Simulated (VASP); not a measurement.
# V2I: single point with r2SCAN

V2I:

```
V I
1.0
     4.23563    0.00000    0.00000
    -2.11781    3.66816    0.00000
     0.00000    0.00000    3.37637
V I
2 1
Direct
  0.33333 0.66667 0.50000
  0.66667 0.33333 0.50000
  0.00000 0.00000 0.00000
```

| Property | Result |
| --- | --- |
| Program | VASP 6.6.1 |
| Task | single point |
| Functional | r2SCAN |
| Potentials or basis | VASP PAW PBE potentials, release 64 (V_sv, I) |
| Cutoff | 520 eV |
| k mesh | 12 × 12 × 14 |
| Occupations | gaussian, width 0.1 eV |
| Spin | no spin polarisation |
| Dipole correction | no |
| Further INCAR settings | ALGO = Normal; EDIFF = 1e-06; NBANDS = 24 |

```yaml
Pressure: 0.3 GPa
Band_gap_on_the_k_mesh: zero (an odd number of electrons rules out a gap without spin polarisation)
```

Stress tensor (GPa, compression positive):
```
0.43 0.00 0.00
0.00 0.43 0.00
0.00 0.00 0.06
```

Levels at points of the mesh, in eV from the Fermi level:
```tsv
k point	band 14	band 15	band 16	band 17	band 18	band 19
(0.00, 0.00, 0.00)	-0.87	-0.44	-0.44	-0.12	-0.12	0.19
(0.50, 0.00, 0.00)	-1.10	-1.08	-0.66	-0.62	1.14	1.96
(0.00, 0.00, 0.50)	-1.84	-1.08	-1.08	0.14	0.14	0.46
(0.50, 0.00, 0.50)	-1.34	-1.13	-0.47	1.62	1.73	1.86
```

It took 12 min on 1 thread of Oxide Virtual Turin-like Processor, with other jobs on the host, peak memory 0.27 GiB.

Caveat: the PAW data sets were made with another functional, which shifts forces and pressure a little; spin-orbit coupling is left out, which moves the levels of the heavy elements; an odd number of electrons without spin polarisation forces a metal; a magnetic or distorted state may lie lower; the run has no spin polarisation, though such a crystal can be magnetic.
